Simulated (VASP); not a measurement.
# CaF (P4/mmm) in VASP: notebook

Runs on CaF. Level: PBE. Tasks: relaxation of cell and atoms, single point.

Everything below comes from runs of VASP 6.6.1. Logs are shortened: lines on timing, memory, paths and dates and some standing lists are left out, and cuts for length are marked.

### Step 1. The cell of the first run

Symmetry: P4/mmm, No. 123, tetragonal system. Conventional cell: a = 2.901 Å, b = 2.901 Å, c = 4.419 Å, α = 90.00°, β = 90.00°, γ = 90.00°. Within 3.0 Å of Ca (site symmetry 4/mmm) lie 2 F at 2.21 Å and 4 Ca at 2.90 Å. Within 3.0 Å of F (site symmetry 4/mmm) lie 2 Ca at 2.21 Å and 4 F at 2.90 Å.

The cell was built from a structure type or drawn by symmetry, and may not be a known phase.

### Step 2. Relaxation of cell and atoms, PBE

Input file INCAR:

```
ALGO = Normal
EDIFF = 1E-7
EDIFFG = -0.04
ENCUT = 600
GGA = PE
GGA_COMPAT = False
IBRION = 2
ISIF = 3
ISMEAR = 0
LASPH = True
LCHARG = False
LREAL = False
LWAVE = False
NELM = 120
NELMIN = 4
NSW = 90
PREC = Accurate
SIGMA = 0.1
```

Input file KPOINTS:

```
k-points
0
Gamma
  6 6 4
```

Input file POSCAR:

```
CaF
1.0
    2.9009947000      0.0000000000      0.0000000000
    0.0000000000      2.9009947000      0.0000000000
    0.0000000000      0.0000000000      4.4192152700
Ca F
1 1
Direct
    0.0000000000      0.0000000000      0.5000000000
    0.0000000000      0.0000000000      0.0000000000
```

Potentials or basis: VASP PAW PBE potentials, release 64 (Ca_sv, F).

Launch:

```bash
> cat potpaw_PBE.64/Ca_sv/POTCAR potpaw_PBE.64/F/POTCAR > POTCAR
> mpirun -np 1 vasp_std > vasp.out
```

OUTCAR:

```text
EDIFF = 1E-7
   EDIFFG = -0.04
   ENCUT = 600
   GGA = PE
   IBRION = 2
   ISIF = 3
   ISMEAR = 0
   LASPH = True
   LREAL = False
   NELM = 120
   NELMIN = 4
   NSW = 90
   PREC = Accurate

 ion  position               nearest neighbor table
   1  0.000  0.000  0.500-   2 2.21   2 2.21
   2  0.000  0.000  0.000-   1 2.21   1 2.21

  LATTYP: Found a simple tetragonal cell.
 ALAT       =     2.9009947000
 C/A-ratio  =     1.5233448272

  Lattice vectors:

 A1 = (   2.9009947000,   0.0000000000,   0.0000000000)
 A2 = (   0.0000000000,   2.9009947000,   0.0000000000)
 A3 = (   0.0000000000,   0.0000000000,   4.4192152700)

Analysis of symmetry for initial positions (statically):
=====================================================================
 Subroutine PRICEL returns:
 Original cell was already a primitive cell.

 Routine SETGRP: Setting up the symmetry group for a
 simple tetragonal supercell.

 Subroutine GETGRP returns: Found 16 space group operations
 (whereof 16 operations were pure point group operations)
 out of a pool of 16 trial point group operations.

The static configuration has the point symmetry D_4h.

Analysis of symmetry for dynamics (positions and initial velocities):
=====================================================================
 Subroutine PRICEL returns:
 Original cell was already a primitive cell.

 Routine SETGRP: Setting up the symmetry group for a
 simple tetragonal supercell.

 Subroutine GETGRP returns: Found 16 space group operations
 (whereof 16 operations were pure point group operations)
 out of a pool of 16 trial point group operations.

The dynamic configuration has the point symmetry D_4h.

 Subroutine INISYM returns: Found 16 space group operations
 (whereof 16 operations are pure point group operations),
 and found     1 'primitive' translations

----------------------------------------------------------------------------------------

                                     Primitive cell

  volume of cell :      37.1911

  direct lattice vectors                    reciprocal lattice vectors
     2.900994700  0.000000000  0.000000000     0.344709351  0.000000000  0.000000000
     0.000000000  2.900994700  0.000000000     0.000000000  0.344709351  0.000000000
     0.000000000  0.000000000  4.419215270     0.000000000  0.000000000  0.226284519

  length of vectors
     2.900994700  2.900994700  4.419215270     0.344709351  0.344709351  0.226284519

  position of ions in fractional coordinates (direct lattice)
     0.000000000  0.000000000  0.500000000
     0.000000000  0.000000000  0.000000000

  ion indices of the primitive-cell ions
   primitive index   ion index
                 1           1
                 2           2

----------------------------------------------------------------------------------------

 KPOINTS: k-points

Automatic generation of k-mesh.
 Grid dimensions read from file:
 generate k-points for:    6    6    4

 Generating k-lattice:

  Cartesian coordinates                     Fractional coordinates (reciprocal lattice)
     0.057451558  0.000000000  0.000000000     0.166666667  0.000000000  0.000000000
     0.000000000  0.057451558  0.000000000     0.000000000  0.166666667  0.000000000
     0.000000000  0.000000000  0.056571130     0.000000000  0.000000000  0.250000000

  Length of vectors
     0.057451558  0.057451558  0.056571130

  Shift w.r.t. Gamma in fractional coordinates (k-lattice)
     0.000000000  0.000000000  0.000000000

 Subroutine IBZKPT returns following result:
 ===========================================

 Found     30 irreducible k-points:

 Following reciprocal coordinates:
            Coordinates               Weight
  0.000000  0.000000  0.000000      1.000000
  0.166667  0.000000  0.000000      4.000000
  0.333333  0.000000  0.000000      4.000000
  0.500000  0.000000  0.000000      2.000000
  0.166667  0.166667  0.000000      4.000000
  0.333333  0.166667  0.000000      8.000000
[... 16 lines left out ...]
  0.333333  0.000000  0.500000      4.000000
  0.500000  0.000000  0.500000      2.000000
 [... further k-points ...]
   k-points           NKPTS =     30   k-points in BZ     NKDIM =     30   number of bands    NBANDS=     12
   number of dos      NEDOS =    301   number of ions     NIONS =      2
   total plane-waves  NPLWV =  20736
   dimension x,y,z NGX =    24 NGY =   24 NGZ =   36
   dimension x,y,z NGXF=    48 NGYF=   48 NGZF=   72
   ions per type =               1   1
   NGX,Y,Z   is equivalent  to a cutoff of  13.75, 13.75, 13.54 a.u.
   NGXF,Y,Z  is equivalent  to a cutoff of  27.51, 27.51, 27.09 a.u.
 SYSTEM =  unknown system
   PREC   = accura    normal or accurate (medium, high low for compatibility)
   ISTART =      0    job   : 0-new  1-cont  2-samecut
   ICHARG =      2    charge: 1-file 2-atom 10-const
   ISPIN  =      1    spin polarized calculation?
   LNONCOLLINEAR =      F non collinear calculations
   LSORBIT =      F    spin-orbit coupling
   LASPH  =      T    aspherical Exc in radial PAW
   ENCUT  =  600.0 eV  44.10 Ry    6.64 a.u.   5.79  5.79  8.83*2*pi/ulx,y,z
   NELM   =    120;   NELMIN=  4; NELMDL= -5     # of ELM steps
   EDIFF  = 0.1E-06   stopping-criterion for ELM
   LREAL  =      F    real-space projection
   EDIFFG = -.4E-01   stopping-criterion for IOM
   NSW    =     90    number of steps for IOM
   IBRION =      2    ionic relax: 0-MD 1-quasi-New 2-CG
   NFREE  =      1    steps in history (QN), initial steepest desc. (CG)
   ISIF   =      3    stress and relaxation
   ISYM   =      2    0-nonsym 1-usesym 2-fastsym
   POTIM  = 0.5000    time-step for ionic-motion
   TEBEG  =    0.0;   TEEND  =   0.0 temperature during run
   PSTRESS=    0.0 pullay stress
   NELECT =      17.0000    total number of electrons
   NUPDOWN=      -1.0000    fix difference up-down
   EMIN   =  10.00;   EMAX   =-10.00  energy-range for DOS
   EFERMI =   0.00;   METHOD = LEGACY
   ISMEAR =     0;   SIGMA  =   0.10  broadening in eV -4-tet -1-fermi 0-gaus
   EFERMI_NEDOS =   21; number of points for ismear=-14 and -15
   IALGO  =     38    algorithm
   IMIX   =      4    mixing-type and parameters
     AMIX     =   0.40;   BMIX     =  1.00
     AMIX_MAG =   1.60;   BMIX_MAG =  1.00
  volume/ion in A,a.u.               =      18.60       125.49
  Fermi-wavevector in a.u.,A,eV,Ry     =   1.261086  2.383107 21.637870  1.590339
  Thomas-Fermi vector in A             =   2.394563
   LORBIT       =      0    0 simple, 1 ext, 2 COOP (PROOUT), +10 PAW based schemes
   GGA     = PE    functional components
   LHFCALC =     F    Hartree Fock is set to
   AEXX    =    0.0000 exact exchange contribution
   IVDW    =     0    specifies the selected vdW correction
   LEPSILON=     F    determine dielectric tensor
   LRPA    =     F    only Hartree local field effects (RPA)
 conjugate gradient relaxation of ions
 non-spin polarized calculation
 Gauss-broadening in eV      SIGMA  =   0.10
  energy-cutoff  :      600.00
  volume of cell :       37.19
 maximum number of plane-waves:      1288
 NGX is ok and might be reduce to    24
   NGX = 11   NGY = 11   NGZ = 17

--------------------------------------- Ionic step        1  -------------------------------------------

 number of electron      16.9999987 magnetization

 Free energy of the ion-electron system (eV)
  ---------------------------------------------------
  ext. energy  EPLUGINS =         0.00000000
  ---------------------------------------------------
  free energy    TOTEN  =        -7.40372313 eV

  energy without entropy =       -7.39447986  energy(sigma->0) =       -7.39910149

------------------------ aborting loop because EDIFF is reached ----------------------------------------

  FORCE on cell =-STRESS in cart. coord.  units (eV):
  Direction    XX          YY          ZZ          XY          YZ          ZX
  --------------------------------------------------------------------------------------
  -------------------------------------------------------------------------------------
  Total        3.8922059      3.8922059     -2.9706027      0.0000000      0.0000000     -0.0000000
  in kB      167.6746316    167.6746316   -127.9723459      0.0000000      0.0000000     -0.0000000
  external PRESSURE =      69.1256391 kB  Pullay stress =       0.0000000 kB
[... 89 lines left out ...]
  FREE ENERGIE OF THE ION-ELECTRON SYSTEM (eV)
  ---------------------------------------------------
  free  energy   TOTEN  =        -7.9177818931 eV

  energy  without entropy=       -7.9073509190  energy(sigma->0) =       -7.91256641

[... ionic steps 4 to 9 ...]

--------------------------------------- Ionic step       10  -------------------------------------------

 number of electron      16.9999993 magnetization

------------------------ aborting loop because EDIFF is reached ----------------------------------------
[... 67 lines left out ...]
--------------------------------------- Ionic step       12  -------------------------------------------

 number of electron      17.0000008 magnetization

 Free energy of the ion-electron system (eV)
  ---------------------------------------------------
  ext. energy  EPLUGINS =         0.00000000
  ---------------------------------------------------
  free energy    TOTEN  =        -8.44896827 eV

  energy without entropy =       -8.44351047  energy(sigma->0) =       -8.44623937

 E-fermi :   1.3486     XC(G=0):  -7.3737

 val. band max:        1.2949835160   @ k =   0.3333   0.1667   0.2500
 cond. band min:       1.5642811389   @ k =   0.3333   0.1667   0.5000
 fundamental gap:      0.2692976229
 Fermi energy:         1.3485927511

 k-point     1 :       0.0000    0.0000    0.0000
  band No.  band energies     occupation
      1     -40.3306      2.00000
      2     -22.7732      2.00000
      3     -21.3699      2.00000
      4     -21.3699      2.00000
      5     -21.2762      2.00000
      6      -4.0684      2.00000
      7      -3.8202      2.00000
      8      -3.8202      2.00000
      9      -0.8456      2.00000
     10       2.6552      0.00000
     11       5.3977      0.00000
     12       5.3977      0.00000
[... 331 lines left out ...]
 k-point    24 :       0.5000    0.0000    0.5000
  band No.  band energies     occupation
      1     -40.3102      2.00000
      2     -23.6718      2.00000
      3     -21.5181      2.00000
      4     -21.3513      2.00000
      5     -19.9344      2.00000
      6      -5.3961      2.00000
      7      -4.5443      2.00000
      8      -3.9599      2.00000
      9       2.1734      0.00000
     10       2.8341      0.00000
     11       4.1793      0.00000
     12       4.5626      0.00000

 [... further k-points ...]

------------------------ aborting loop because EDIFF is reached ----------------------------------------

  FORCE on cell =-STRESS in cart. coord.  units (eV):
  Direction    XX          YY          ZZ          XY          YZ          ZX
  --------------------------------------------------------------------------------------
  -------------------------------------------------------------------------------------
  Total       -0.0189780     -0.0189780      0.0562665      0.0000000      0.0000000      0.0000000
  in kB       -0.5392636     -0.5392636      1.5988237      0.0000000      0.0000000      0.0000000
  external PRESSURE =       0.1734322 kB  Pullay stress =       0.0000000 kB
[... 17 lines left out ...]
  FREE ENERGIE OF THE ION-ELECTRON SYSTEM (eV)
  ---------------------------------------------------
  free  energy   TOTEN  =        -8.4489682675 eV

  energy  without entropy=       -8.4435104658  energy(sigma->0) =       -8.44623937

 reached required accuracy - stopping structural energy minimisation
```

It took 5.7 min on 1 thread of Intel Xeon 8259CL, shared host; peak memory 0.17 GiB.

Results:

| Property | Result |
| --- | --- |
| Free energy | -8.4490 eV |
| Relaxed volume | 28.19 Å³/atom |
| Relaxed cell | a = 3.634 Å, b = 3.634 Å, c = 4.270 Å, α = 90.00°, β = 90.00°, γ = 90.00° |
| Space group after relaxing (to 0.1 Å) | P4/mmm (No. 123) |
| Energy gained by relaxing | 522.6 meV/atom |
| Ionic steps | 12 |
| Pressure after relaxing | 0.0 GPa |
| Band gap on the k mesh | zero (an odd number of electrons rules out a gap without spin polarisation) |

The path:
```
step  energy change (eV)  largest force (eV/Å)  pressure (GPa)  volume (Å³)
   1              0.0000                0.0000            6.91        37.19
   2             -0.5384                0.0000           12.29        41.31
   3             -0.5141                0.0000           15.81        42.79
   4             -0.7511                0.0000           11.27        47.34
   5             -0.8912                0.0000            1.30        59.08
   6             -0.9168                0.0000            4.56        54.92
   7             -1.0233                0.0000            2.11        55.07
   8             -1.0409                0.0000            0.50        55.15
   9             -1.0422                0.0000            0.78        55.14
  10             -1.0422                0.0000            0.84        55.14
  11             -1.0436                0.0000            0.63        55.45
  12             -1.0452                0.0000            0.02        56.38
```

Final structure:
```
Ca F
1.0
     3.63393    0.00000    0.00000
     0.00000    3.63393    0.00000
     0.00000    0.00000    4.26978
Ca F
1 1
Direct
  0.00000 0.00000 0.50000
  0.00000 0.00000 0.00000
```

Levels at points of the mesh, in eV from the Fermi level:
| k point | band 4 | band 5 | band 6 | band 7 | band 8 | band 9 | band 10 | band 11 | band 12 |
| --- | --- | --- | --- | --- | --- | --- | --- | --- | --- |
| (0.00, 0.00, 0.00) | -22.72 | -22.62 | -5.42 | -5.17 | -5.17 | -2.19 | 1.31 | 4.05 | 4.05 |
| (0.50, 0.00, 0.00) | -22.71 | -22.61 | -5.69 | -5.37 | -5.13 | 0.42 | 1.12 | 2.52 | 3.12 |
| (0.50, 0.50, 0.00) | -22.86 | -22.59 | -5.55 | -5.55 | -5.34 | 0.22 | 2.95 | 2.95 | 4.14 |
| (0.00, 0.00, 0.50) | -22.71 | -21.29 | -6.81 | -5.35 | -5.35 | -1.42 | 1.47 | 2.17 | 4.24 |
| (0.50, 0.00, 0.50) | -22.70 | -21.28 | -6.74 | -5.89 | -5.31 | 0.82 | 1.49 | 2.83 | 3.21 |
| (0.50, 0.50, 0.50) | -22.85 | -21.28 | -6.70 | -5.77 | -5.77 | 0.64 | 3.60 | 3.60 | 4.37 |

Caveat: the k points lie up to 0.37 Å⁻¹ apart in the final cell, too coarse for converged energies and pressures of a metal; the volume moved by over 15 % at a fixed basis, so the end points are rough; an odd number of electrons without spin polarisation forces a metal; a magnetic or distorted state may lie lower.

### Step 3. Single point, PBE, collinear spin

Input file INCAR:

```
PREC = Accurate ; ENCUT = 600
EDIFF = 1E-6 ; ISMEAR = 0
SIGMA = 0.1 ; LREAL = F
LASPH = T ; NELM = 200
ALGO = Normal ; ISIF = 2
LWAVE = F ; LCHARG = T
ISPIN = 2 ; MAGMOM = 0 1
LORBIT = 11 ; GGA = PE
LELF = T ; LVHAR = T
NBANDS = 20 ; GGA_COMPAT = F
```

Input file KPOINTS:

```
regular mesh
0
Gamma
  6 6 4
```

POSCAR is that of step 2.

Potentials or basis: VASP PAW PBE potentials, release 64 (Ca_sv, F).

Launch:

```bash
> cat potpaw_PBE.64/Ca_sv/POTCAR potpaw_PBE.64/F/POTCAR > POTCAR
> mpirun -np 1 vasp_std > vasp.out
```

It took 1.9 min on 1 thread of Intel Xeon 8259CL, shared host; peak memory 0.2 GiB.

The run converged. Its results:

- Free energy: -7.4081 eV
- Pressure: 7.4 GPa
- Net moment: -0.21 μB per cell
- Site moments: Ca -0.08; F -0.00 μB
- Valence electrons inside the program's atomic spheres: Ca 8.30; F 6.08

Stress tensor (GPa, compression positive):
```
 17.43   0.00   0.00
  0.00  17.43   0.00
  0.00   0.00 -12.76
```

Levels at points of the mesh, in eV from the Fermi level:
Spin up:
```tsv
k point	band 6	band 7	band 8	band 9	band 10	band 11
(0.00, 0.00, 0.00)	-5.08	-3.95	-3.95	-2.18	0.86	4.18
(0.50, 0.00, 0.00)	-5.54	-4.83	-3.81	0.96	1.46	3.06
(0.50, 0.50, 0.00)	-5.09	-5.09	-4.64	-0.96	2.66	2.66
(0.00, 0.00, 0.50)	-6.31	-4.06	-4.06	-1.71	0.90	3.30
(0.50, 0.00, 0.50)	-5.94	-5.81	-3.91	1.07	2.44	2.83
(0.50, 0.50, 0.50)	-5.70	-5.31	-5.31	-0.80	3.48	3.48
```
Spin down:
```csv
k point,band 7,band 8,band 9,band 10,band 11,band 12
"(0.00, 0.00, 0.00)",-3.96,-3.96,-2.56,0.69,4.11,5.30
"(0.50, 0.00, 0.00)",-4.83,-3.82,0.74,1.33,2.64,3.87
"(0.50, 0.50, 0.00)",-5.09,-4.65,-1.33,2.58,2.58,6.19
"(0.00, 0.00, 0.50)",-4.06,-4.06,-2.09,0.73,3.16,5.69
"(0.50, 0.00, 0.50)",-5.82,-3.91,0.84,2.32,2.39,3.89
"(0.50, 0.50, 0.50)",-5.31,-5.31,-1.18,3.41,3.41,7.47
```

Caveat: the k points lie up to 0.36 Å⁻¹ apart.

### Step 4. Single point, PBE, collinear spin

This run uses another cell than the first one, of 33.45 Å³/atom.

Input file INCAR:

```
SYSTEM = CaF
PREC     = Accurate       ! precision mode
ENCUT    = 600            ! plane-wave cutoff, eV
EDIFF    = 1E-6           ! SCF threshold, eV
ISMEAR   = 0              ! smearing method
SIGMA    = 0.1            ! smearing width, eV
LREAL    = .FALSE.        ! projectors in reciprocal space
LASPH    = .TRUE.         ! aspherical terms in the spheres
NELM     = 200            ! most SCF steps
ALGO     = Normal         ! electronic algorithm
ISIF     = 2              ! what is computed and relaxed
LWAVE    = .FALSE.        ! write WAVECAR
LCHARG   = .TRUE.         ! write CHGCAR
ISPIN    = 2              ! spin polarisation
MAGMOM   = 0 1            ! initial moments
LORBIT   = 11             ! projections on sites
GGA      = PE             ! functional
LELF     = .TRUE.         ! ELF
LVHAR    = .TRUE.       
NBANDS   = 20             ! bands
GGA_COMPAT= .FALSE.
```

Input file KPOINTS:

```
regular mesh
0
G
  4 4 4
  0 0 0
```

Input file POSCAR:

```
CaF
1.0
    3.9612298343      0.0000000000      0.0000000000
    0.0000000000      3.9612298343      0.0000000000
    0.0000000000      0.0000000000      4.2639492423
Ca F
1 1
Direct
    0.0000000000      0.0000000000      0.5000000000
    0.0000000000      0.0000000000      0.0000000000
```

Launch:

```bash
> cat potpaw_PBE.64/Ca_sv/POTCAR potpaw_PBE.64/F/POTCAR > POTCAR
> mpirun -np 1 vasp_std > vasp.out
```

Wall time 2 min (1 thread of Intel Xeon 8259CL, shared host); peak memory 0.23 GiB.

The run converged. Its results:

```yaml
Free_energy: -8.6830 eV
Pressure: 0.3 GPa
Net_moment: 0.00 μB per cell
Valence_electrons_inside_the_program's_atomic_spheres: Ca 8.12; F 6.10
```

Stress tensor (GPa, compression positive):
```
0.17 0.00 0.00
0.00 0.17 0.00
0.00 0.00 0.57
```

Levels at points of the mesh, in eV from the Fermi level:
Spin up:
| k point | band 4 | band 5 | band 6 | band 7 | band 8 | band 9 | band 10 | band 11 | band 12 | band 13 |
| --- | --- | --- | --- | --- | --- | --- | --- | --- | --- | --- |
| (0.00, 0.00, 0.00) | -22.96 | -22.84 | -5.50 | -5.38 | -5.38 | -1.96 | 1.39 | 3.65 | 3.68 | 3.68 |
| (0.50, 0.00, 0.00) | -22.96 | -22.83 | -5.70 | -5.48 | -5.36 | 0.31 | 0.85 | 2.69 | 2.82 | 3.76 |
| (0.50, 0.50, 0.00) | -23.02 | -22.83 | -5.62 | -5.62 | -5.46 | 0.50 | 2.95 | 2.95 | 3.24 | 3.24 |
| (0.00, 0.00, 0.50) | -22.96 | -21.47 | -6.90 | -5.58 | -5.58 | -1.09 | 1.61 | 2.03 | 3.70 | 4.34 |
| (0.50, 0.00, 0.50) | -22.95 | -21.47 | -6.87 | -5.89 | -5.55 | 0.84 | 1.43 | 2.77 | 2.95 | 4.44 |
| (0.50, 0.50, 0.50) | -23.01 | -21.47 | -6.84 | -5.82 | -5.82 | 1.02 | 3.47 | 3.47 | 3.67 | 3.67 |
Spin down:
| k point | band 5 | band 6 | band 7 | band 8 | band 9 | band 10 | band 11 | band 12 |
| --- | --- | --- | --- | --- | --- | --- | --- | --- |
| (0.00, 0.00, 0.00) | -22.84 | -5.50 | -5.38 | -5.38 | -1.96 | 1.39 | 3.65 | 3.68 |
| (0.50, 0.00, 0.00) | -22.83 | -5.70 | -5.48 | -5.36 | 0.31 | 0.85 | 2.69 | 2.82 |
| (0.50, 0.50, 0.00) | -22.83 | -5.62 | -5.62 | -5.46 | 0.50 | 2.95 | 2.95 | 3.24 |
| (0.00, 0.00, 0.50) | -21.47 | -6.90 | -5.58 | -5.58 | -1.09 | 1.61 | 2.03 | 3.70 |
| (0.50, 0.00, 0.50) | -21.47 | -6.87 | -5.89 | -5.55 | 0.84 | 1.43 | 2.77 | 2.95 |
| (0.50, 0.50, 0.50) | -21.47 | -6.84 | -5.82 | -5.82 | 1.02 | 3.47 | 3.47 | 3.67 |

Caveat: the k points lie up to 0.40 Å⁻¹ apart.

(Part 1 of 2 ends here.)
